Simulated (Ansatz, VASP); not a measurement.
# Two plane-wave programs on HfMg3

```xyz
4
Lattice="-2.2557 2.2557 4.5436 2.2557 -2.2557 4.5436 2.2557 2.2557 -4.5436" Properties=species:S:1:pos:R:3 pbc="T T T"
Mg    0.0000    0.0000    4.5436
Mg    2.2557    0.0000    2.2718
Mg    0.0000    2.2557    2.2718
Hf    0.0000    0.0000    0.0000
```

Alike in both runs: task single point; functional PBE; k mesh 7 × 7 × 7; no spin polarisation.

|  | VASP | Ansatz |
| --- | --- | --- |
| version | VASP 6.6.1 | Ansatz 0.2.0 |
| potentials or method | VASP PAW PBE potentials, release 64 (Mg, Hf_pv), cutoff 520 eV | plane waves, PAW |
| occupations | methfessel-paxton of order 1, width 0.1 eV | cold, width 0.1 eV |
| valence electrons in the cell | 16 | 56 |

```tsv
	VASP	Ansatz	Ansatz less VASP
pressure (GPa)	-2.1	-1.9	+0.13
traceless stress, the component that is largest in VASP (GPa)	-1.00	-0.92	+0.081
```

VASP's potentials hold 16 valence electrons a cell and Ansatz's 56, so a difference there can come from the potentials and not from the codes.

Spin-orbit coupling is off throughout.
